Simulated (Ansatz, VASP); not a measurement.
## MnO2 in VASP and in Ansatz

File INCAR:

```
  PREC = Accurate
  ENCUT = 520
  EDIFF = 1E-7
  ISMEAR = 1
  SIGMA = 0.27211386245988
  LREAL = False
  LASPH = True
  NELM = 150
  ALGO = Normal
  ISIF = 2
  LWAVE = False
  LCHARG = True
  ISPIN = 2
  MAGMOM = 4 0 0
  LORBIT = 11
  LMAXMIX = 4
  GGA = PE
  LELF = True
  LVHAR = True
  NBANDS = 24
```

The input KPOINTS:

```
regular mesh
0
Gamma
  6 6 6
```

Contents of POSCAR:

```
MnO2
1.0
    1.4284348394      0.8247072390      4.5839315268
   -1.4284348394      0.8247072390      4.5839315268
    0.0000000000     -1.6494144781      4.5839315268
Mn O
1 2
Direct
    0.0000000000      0.0000000000      0.0000000000
    0.2643644900      0.2643644900      0.2643644900
    0.7356355100      0.7356355100      0.7356355100
```

Input for Ansatz:

```yaml
crystal:
  lattice:
    - [1.4284348394, 0.824707239, 4.5839315268]
    - [-1.4284348394, 0.824707239, 4.5839315268]
    - [0.0, -1.6494144781, 4.5839315268]
  atoms:
    - { symbol: Mn, position: [0.0, 0.0, 0.0], spin: 4.0 }
    - { symbol: O, position: [0.26436449, 0.26436449, 0.26436449] }
    - { symbol: O, position: [0.73563551, 0.73563551, 0.73563551] }
basis: {}
kpoints:
  mp_grid: { grid: [6, 6, 6] }
hamiltonian:
  xc: pbe
scf:
  occupations: { method: methfessel_paxton, width: "0.02 Ry" }
  lower_state_search: "off"
output:
  forces: true
  stress: true
  eigenvalues: true
  populations: true
magnetization:
  spin_polarized: true
```

Alike in both runs: task single point; functional PBE; k mesh 6 × 6 × 6; collinear spin.

```csv
,VASP,Ansatz
version,VASP 6.6.1,Ansatz 0.2.0
potentials or method,"VASP PAW PBE potentials, release 64 (Mn_pv, O)","scalar-relativistic, plane waves, PAW"
plane-wave cutoff (eV),520,420
occupations,"methfessel-paxton of order 1, width 0.272114 eV",methfessel-paxton of order 1
valence electrons in the cell,25,27
```

Ansatz gave:

| Item | Value |
| --- | --- |
| gap on the k mesh at the Fermi level (eV) | 0.90 |
| least direct gap on the mesh (eV) | 0.95 |
| pressure (GPa) | 5.0 |
| traceless stress, the component that is largest in VASP (GPa) | -0.57 |
| rms of the force components (eV/Å) | 0.101 |
| net moment per atom (μB) | 1.00 |
| size of the moment on the site where the two differ most (μB) | 2.49 |

Estimate VASP's values.

gap on the k mesh at the Fermi level (eV): 0.86; least direct gap on the mesh (eV): 0.91; pressure (GPa): 6.0; traceless stress, the component that is largest in VASP (GPa): -0.97; rms of the force components (eV/Å): 0.144; net moment per atom (μB): 1.00; size of the moment on the site where the two differ most (μB): 2.84.

Site moments also hang on the region over which each program counts them. Atom by atom the forces differ by 0.043 eV/Å (rms over components). VASP's potentials hold 25 valence electrons a cell and Ansatz's 27, so a difference there can come from the potentials and not from the codes. Ansatz's warnings: smearing energy in gap, stability check not made.

The k mesh is coarse, so the values compare programs but aren't converged.
